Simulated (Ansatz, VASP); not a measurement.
**Mg in VASP and in Ansatz**

```
Mg
1.0
     3.19531    0.00000    0.00000
    -1.59766    2.76722    0.00000
     0.00000    0.00000    5.18794
Mg
2
Direct
  0.33333 0.66667 0.25000
  0.66667 0.33333 0.75000
```

Alike in both runs: task single point; functional PBE; k mesh 11 × 11 × 6; occupations methfessel-paxton of order 1, width 0.2 eV; no spin polarisation.

```csv
,VASP,Ansatz
version,VASP 6.6.1,Ansatz 0.2.0
potentials or method,"VASP PAW PBE potentials, release 64 (Mg), cutoff 520 eV","plane waves (420 eV) with PAW, scalar-relativistic"
valence electrons in the cell,4,20
```

Ansatz gave:

- pressure (GPa): 0.0

**Question.** Estimate VASP's values.

**Answer.** Pressure (GPa): -0.2.

VASP's potentials hold 4 valence electrons a cell and Ansatz's 20, so a difference there can come from the potentials and not from the codes.
